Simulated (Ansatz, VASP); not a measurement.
**Two plane-wave programs on W**

Contents of INCAR:

```
PREC = Accurate ; ENCUT = 520
EDIFF = 1E-6 ; ISMEAR = -1
SIGMA = 0.1 ; LREAL = F
LASPH = T ; NELM = 60
ALGO = Normal ; ISIF = 2
LWAVE = F ; LCHARG = F
GGA = B5 ; ALDAX = 1.0
AGGAX = 1.0 ; AGGAC = 1.0
ALDAC = 0.0 ; NBANDS = 13
```

The input KPOINTS:

```
Automatic mesh
0
Gamma
  15 15 15
```

The input POSCAR:

```
W
1.0
    0.0000000000      2.0142160153      2.0142160153
    2.0142160153      0.0000000000      2.0142160153
    2.0142160153      2.0142160153      0.0000000000
W
1
Direct
    0.0000000000      0.0000000000      0.0000000000
```

Input for Ansatz:

```yaml
crystal:
  lattice:
    - [0.0, 2.0142160153, 2.0142160153]
    - [2.0142160153, 0.0, 2.0142160153]
    - [2.0142160153, 2.0142160153, 0.0]
  atoms:
    - { symbol: W, position: [0.0, 0.0, 0.0] }
hamiltonian:
  xc: blyp
  pseudopotentials:
    kind: paw
    azcp:
      W: "pseudopotentials/W.paw.azcp"
basis:
  ecutwfc: 420
  fft_grid_basis: typed
kpoints:
  mp_grid: { grid: [15, 15, 15], shift: [0, 0, 0] }
magnetization:
  spin_polarized: false
scf:
  occupations: { method: fermi_dirac, width: 0.1 }
  lower_state_search: "off"
output:
  stress: true
```

Alike in both runs: task single point; functional BLYP; k mesh 15 × 15 × 15; occupations fermi-dirac, width 0.1 eV; no spin polarisation.

```csv
,VASP,Ansatz
version,VASP 6.6.1,Ansatz 0.2.0
potentials or method,"VASP PAW PBE potentials, release 64 (W_sv), cutoff 520 eV","plane waves (420 eV) with PAW, scalar-relativistic"
valence electrons in the cell,14,14
```

Ansatz gave:

```
pressure (GPa) : 11.0
```

Q: Estimate VASP's values.

A: Pressure (GPa): 12.7.

VASP's potentials were made for PBE, not for BLYP. With one functional, cell and mesh, what is left measures potentials, basis and numerics.

Spin-orbit coupling is off throughout.
